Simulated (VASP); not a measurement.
# Ti4O5 (I4/m) in VASP: further runs

Ti4O5 is run at these levels: PBEsol; tasks: single point.

Program: VASP 6.6.1. These are calculated values, not measurements. Logs are shortened: lines on timing, memory, paths and dates and some standing lists are left out, and cuts for length are marked.

### Step 1. The cell of the first run

The structure is tetragonal, space group I4/m (No. 87). Conventional cell: a = 6.217 Å, b = 6.217 Å, c = 4.123 Å, α = 90.00°, β = 90.00°, γ = 90.00°. Within 2.5 Å of Ti (site symmetry m) lie 6 O at 1.89 to 2.07 Å. O (site symmetry m) has 5 Ti at 1.96 to 2.07 Å and 12 O at 2.65 to 2.94 Å within 3.0 Å. O (site symmetry 4/m) has 4 Ti at 1.89 Å within 2.5 Å.

### Step 2. Single point, PBEsol (strain -0.050 along x and y, +0.000 along z)

INCAR reads:

```
SYSTEM = Ti4O5
  PREC = Accurate
  ENCUT = 520
  EDIFF = 1E-7
  ISMEAR = 0
  SIGMA = 0.15
  LREAL = .False.
  LASPH = .True.
  NELM = 80
  ALGO = Normal
  ISIF = 2
  LWAVE = .False.
  LCHARG = .False.
  GGA = PS
  NBANDS = 49
```

KPOINTS reads:

```
regular mesh
0
Gamma
  12 12 12
  0 0 0
```

POSCAR reads:

```
Ti4O5
1.0
   -3.1083802568      3.1083802568      2.0615458146
    3.1083802568     -3.1083802568      2.0615458146
    3.1083802568      3.1083802568     -2.0615458146
Ti O
4 5
Direct
    0.6070478066      0.2153590663      0.8224068729
    0.2153590663      0.3929521934      0.6083112597
    0.7846409337      0.6070478066      0.3916887403
    0.3929521934      0.7846409337      0.1775931271
    0.9080872218      0.3075578076      0.2156450294
    0.3075578076      0.0919127782      0.3994705858
    0.6924421924      0.9080872218      0.6005294142
    0.0919127782      0.6924421924      0.7843549706
    0.5000000000      0.5000000000      0.0000000000
```

Potentials or basis: VASP PAW PBE potentials, release 64 (Ti_sv, O).

The run is started by

```sh
$ cat potpaw_PBE.64/Ti_sv/POTCAR potpaw_PBE.64/O/POTCAR > POTCAR
$ mpirun -np 1 vasp_std > vasp.out
```

OUTCAR:

```text
SYSTEM = Ti4O5
   PREC = Accurate
   ENCUT = 520
   EDIFF = 1E-7
   ISMEAR = 0
   LREAL = .False.
   LASPH = .True.
   NELM = 80
   ISIF = 2
   GGA = PS

 ion  position               nearest neighbor table
   1  0.607  0.215  0.822-   9 1.89   5 1.96   7 1.98   6 2.01   8 2.07   8 2.07   2 2.67   3 2.67
                             4 2.76   4 2.76
   2  0.215  0.393  0.608-   9 1.89   6 1.96   5 1.98   8 2.01   7 2.07   7 2.07   1 2.67   4 2.67
                             3 2.76   3 2.76
   3  0.785  0.607  0.392-   9 1.89   7 1.96   8 1.98   5 2.01   6 2.07   6 2.07   4 2.67   1 2.67
                             2 2.76   2 2.76
   4  0.393  0.785  0.178-   9 1.89   8 1.96   6 1.98   7 2.01   5 2.07   5 2.07   3 2.67   2 2.67
                             1 2.76   1 2.76
   5  0.908  0.308  0.216-   1 1.96   2 1.98   3 2.01   4 2.07   4 2.07
   6  0.308  0.092  0.399-   2 1.96   4 1.98   1 2.01   3 2.07   3 2.07
   7  0.692  0.908  0.601-   3 1.96   1 1.98   4 2.01   2 2.07   2 2.07
   8  0.092  0.692  0.784-   4 1.96   3 1.98   2 2.01   1 2.07   1 2.07
   9  0.500  0.500  0.000-   2 1.89   3 1.89   1 1.89   4 1.89

  LATTYP: Found a body centered tetragonal cell.
 ALAT       =     6.2167605136
 C/A-ratio  =     0.6632218854

  Lattice vectors:

 A1 = (  -3.1083802568,   3.1083802568,   2.0615458146)
 A2 = (   3.1083802568,  -3.1083802568,   2.0615458146)
 A3 = (   3.1083802568,   3.1083802568,  -2.0615458146)

Analysis of symmetry for initial positions (statically):
=====================================================================
 Subroutine PRICEL returns:
 Original cell was already a primitive cell.

 Routine SETGRP: Setting up the symmetry group for a
 body centered tetragonal supercell.

 Subroutine GETGRP returns: Found  8 space group operations
 (whereof  8 operations were pure point group operations)
 out of a pool of 16 trial point group operations.

The static configuration has the point symmetry C_4h.

Analysis of symmetry for dynamics (positions and initial velocities):
=====================================================================
 Subroutine PRICEL returns:
 Original cell was already a primitive cell.

 Routine SETGRP: Setting up the symmetry group for a
 body centered tetragonal supercell.

 Subroutine GETGRP returns: Found  8 space group operations
 (whereof  8 operations were pure point group operations)
 out of a pool of 16 trial point group operations.

[... 120 lines left out ...]
   ISIF   =      2    stress and relaxation
   ISYM   =      2    0-nonsym 1-usesym 2-fastsym
   POTIM  = 0.5000    time-step for ionic-motion
   TEBEG  =    0.0;   TEEND  =   0.0 temperature during run
   PSTRESS=    0.0 pullay stress
   NELECT =      78.0000    total number of electrons
   NUPDOWN=      -1.0000    fix difference up-down
   EMIN   =  10.00;   EMAX   =-10.00  energy-range for DOS
   EFERMI =   0.00;   METHOD = LEGACY
   ISMEAR =     0;   SIGMA  =   0.15  broadening in eV -4-tet -1-fermi 0-gaus
   EFERMI_NEDOS =   21; number of points for ismear=-14 and -15
   IALGO  =     38    algorithm
   IMIX   =      4    mixing-type and parameters
     AMIX     =   0.40;   BMIX     =  1.00
     AMIX_MAG =   1.60;   BMIX_MAG =  1.00
  volume/ion in A,a.u.               =       8.85        59.74
  Fermi-wavevector in a.u.,A,eV,Ry     =   1.625546  3.071837 35.952034  2.642400
  Thomas-Fermi vector in A             =   2.718651
   LORBIT       =      0    0 simple, 1 ext, 2 COOP (PROOUT), +10 PAW based schemes
   GGA     = PS    functional components
   LHFCALC =     F    Hartree Fock is set to
   AEXX    =    0.0000 exact exchange contribution
   IVDW    =     0    specifies the selected vdW correction
   LEPSILON=     F    determine dielectric tensor
   LRPA    =     F    only Hartree local field effects (RPA)
 non-spin polarized calculation
 Gauss-broadening in eV      SIGMA  =   0.15
  energy-cutoff  :      520.00
  volume of cell :       79.67
 maximum number of plane-waves:      2169
   NGX = 19   NGY = 19   NGZ = 19

 number of electron      78.0000013 magnetization

 Free energy of the ion-electron system (eV)
  ---------------------------------------------------
  ext. energy  EPLUGINS =         0.00000000
  ---------------------------------------------------
  free energy    TOTEN  =       -83.81664026 eV

  energy without entropy =      -83.78359607  energy(sigma->0) =      -83.80011816

 E-fermi :  11.8168     XC(G=0): -13.1851

 val. band max:       11.8113524159   @ k =  -0.1667   0.0833   0.0000
 cond. band min:      11.8176197236   @ k =  -0.3333   0.2500  -0.0833
 fundamental gap:      0.0062673077
 Fermi energy:        11.8168089074

 k-point     1 :       0.0000    0.0000    0.0000
  band No.  band energies     occupation
      1     -46.0979      2.00000
      2     -45.8762      2.00000
      3     -45.8745      2.00000
      4     -45.8745      2.00000
      5     -23.0893      2.00000
      6     -22.9183      2.00000
[... 1237 lines left out ...]
     48      14.0235      0.00000
     49      14.1107      0.00000

 [... further k-points ...]

------------------------ aborting loop because EDIFF is reached ----------------------------------------

  FORCE on cell =-STRESS in cart. coord.  units (eV):
  Direction    XX          YY          ZZ          XY          YZ          ZX
  --------------------------------------------------------------------------------------
  -------------------------------------------------------------------------------------
  Total       23.3933082     23.3933082      5.5333103     -0.0000001      0.0000000      0.0000000
  in kB      470.4147803    470.4147803    111.2690407     -0.0000023      0.0000000      0.0000000
  external PRESSURE =     350.6995338 kB  Pullay stress =       0.0000000 kB

 VOLUME and BASIS-vectors are now :
 -----------------------------------------------------------------------------
  energy-cutoff  :      520.00
  volume of cell :       79.67
      direct lattice vectors                 reciprocal lattice vectors
    -3.108380257  3.108380257  2.061545815     0.000000000  0.160855481  0.242536448
     3.108380257 -3.108380257  2.061545815     0.160855481  0.000000000  0.242536448
     3.108380257  3.108380257 -2.061545815     0.160855481  0.160855481  0.000000000

 POSITION                                       TOTAL-FORCE (eV/Angst)
 -----------------------------------------------------------------------------------
      1.33884      3.77387      0.00000        -0.610080      0.083894     -0.000000
      2.44289      1.33884      0.00000        -0.083894     -0.610080      0.000000
      0.66549      1.76954      2.06155         0.083894      0.610080     -0.000000
      1.76954     -0.66549      2.06155         0.610080     -0.083894     -0.000000
     -1.19637      2.53698      2.06155        -0.896112      0.564887     -0.000000
      0.57140      1.91201     -0.00000        -0.564887     -0.896112      0.000000
      2.53698      1.19637      2.06155         0.564887      0.896112      0.000000
      4.30475      0.57140      0.00000         0.896112     -0.564887      0.000000
      0.00000      0.00000      2.06155         0.000000      0.000000     -0.000000
 -----------------------------------------------------------------------------------
    total drift:                                0.000000     -0.000000     -0.000000

  FREE ENERGIE OF THE ION-ELECTRON SYSTEM (eV)
  ---------------------------------------------------
  free  energy   TOTEN  =       -83.8166402558 eV

  energy  without entropy=      -83.7835960723  energy(sigma->0) =      -83.80011816
```

stdout:

```text
POSCAR found type information on POSCAR TiO
 POSCAR found :  2 types and       9 ions
 scaLAPACK will be used
 -----------------------------------------------------------------------------
|                                                                             |
|                                                                             |
|     You enforced a specific xc type in the INCAR file but a different       |
|     I HOPE YOU KNOW WHAT YOU ARE DOING!                                     |
|                                                                             |
 -----------------------------------------------------------------------------

 LDA part: xc-table for (Slater+PW92), standard interpolation
 POSCAR, INCAR and KPOINTS ok, starting setup
 FFT: planning ... GRIDC
 FFT: planning ... GRID_SOFT
 FFT: planning ... GRID
 WAVECAR not read
 entering main loop
```

Wall time 7.5 min (1 thread of Intel Xeon 6975P-C (Granite Rapids), shared host); peak memory 0.71 GiB.

What came out:

| Quantity | Value |
| --- | --- |
| Free energy | -83.8166 eV |
| Pressure | 35.1 GPa |
| Largest force | 1.059 eV/Å |
| Band gap on the k mesh | zero (bands 39 and 40 overlap by 1.35 eV) |

Forces in eV/Å, atoms in the order of the input:
```
Ti  -0.610  0.084  0.000
Ti  -0.084 -0.610  0.000
Ti   0.084  0.610  0.000
Ti   0.610 -0.084  0.000
O   -0.896  0.565  0.000
O   -0.565 -0.896  0.000
O    0.565  0.896  0.000
O    0.896 -0.565  0.000
O    0.000  0.000  0.000
```

Levels at points of the mesh, in eV from the Fermi level:
```csv
k point,band 37,band 38,band 39,band 40,band 41,band 42
"(0.00, 0.00, 0.00)",-1.10,-1.10,-1.02,-0.07,0.23,0.57
"(0.50, 0.00, 0.00)",-1.15,0.02,0.17,0.55,0.79,0.84
"(0.50, 0.50, 0.00)",-3.12,-1.46,-0.59,0.19,0.30,1.02
"(0.50, 0.50, 0.50)",-3.02,-2.30,-1.60,-0.78,-0.78,1.39
```

Caveat: the cell differs from its parent crystal (strain -0.050 along x and y, +0.000 along z); the stress differs along the axes, from 11 to 47 GPa; the PAW data sets were made with another functional, which shifts forces and pressure a little; semilocal functionals often make such compounds metallic where correlation or magnetic order opens a gap, which also shifts bond lengths.

### Step 3. Single point, PBEsol (strain -0.050 along x and y, +0.025 along z)

INCAR reads:

```
SYSTEM = Ti4O5
  PREC = Accurate
  ENCUT = 520
  EDIFF = 1E-6
  ISMEAR = 0
  SIGMA = 0.15
  LREAL = .FALSE.
  LASPH = .TRUE.
  NELM = 60
  ALGO = Normal
  ISIF = 2
  LWAVE = .FALSE.
  LCHARG = .FALSE.
  GGA = PS
  NBANDS = 49
```

KPOINTS reads:

```
regular mesh
0
G
  12 12 12
  0 0 0
```

Changes to POSCAR since step 2:

```diff
@@ -2,5 +2,5 @@
 1.0
-   -3.1083802568      3.1083802568      2.0615458146
-    3.1083802568     -3.1083802568      2.0615458146
-    3.1083802568      3.1083802568     -2.0615458146
+   -3.1083802568      3.1083802568      2.1130844600
+    3.1083802568     -3.1083802568      2.1130844600
+    3.1083802568      3.1083802568     -2.1130844600
 Ti O
```

Potentials or basis: VASP PAW PBE potentials, release 64 (Ti_sv, O).

The run is started by

```sh
$ cat potpaw_PBE.64/Ti_sv/POTCAR potpaw_PBE.64/O/POTCAR > POTCAR
$ mpirun -np 1 vasp_std > vasp.out
```

Wall time 29 min (1 thread of AMD EPYC 7R13, shared host); peak memory 0.72 GiB.

It converged, with:

```
Free energy            : -83.8697 eV
Pressure               : 28.2 GPa
Largest force          : 1.035 eV/Å
Band gap on the k mesh : zero (bands 39 and 40 overlap by 1.22 eV)
```

Forces in eV/Å, atoms in the order of the input:
```
Ti  -0.716  0.091  0.000
Ti  -0.091 -0.716  0.000
Ti   0.091  0.716  0.000
Ti   0.716 -0.091  0.000
O   -0.873  0.556  0.000
O   -0.556 -0.873  0.000
O    0.556  0.873  0.000
O    0.873 -0.556  0.000
O    0.000  0.000  0.000
```

Stress tensor (GPa, compression positive):
```
43.55  0.00  0.00
 0.00 43.55  0.00
 0.00  0.00 -2.55
```

Levels at points of the mesh, in eV from the Fermi level:
```tsv
k point	band 37	band 38	band 39	band 40	band 41	band 42
(0.00, 0.00, 0.00)	-1.06	-0.94	-0.94	0.02	0.29	0.30
(0.50, 0.00, 0.00)	-1.07	-0.08	0.21	0.49	0.76	0.76
(0.50, 0.50, 0.00)	-2.99	-1.31	-0.52	0.24	0.41	0.82
(0.50, 0.50, 0.50)	-2.87	-2.12	-1.49	-0.71	-0.71	1.17
```

Caveat: the cell differs from its parent crystal (strain -0.050 along x and y, +0.025 along z); the stress differs along the axes, from -3 to 44 GPa; the PAW data sets were made with another functional, which shifts forces and pressure a little; semilocal functionals often make such compounds metallic where correlation or magnetic order opens a gap, which also shifts bond lengths.
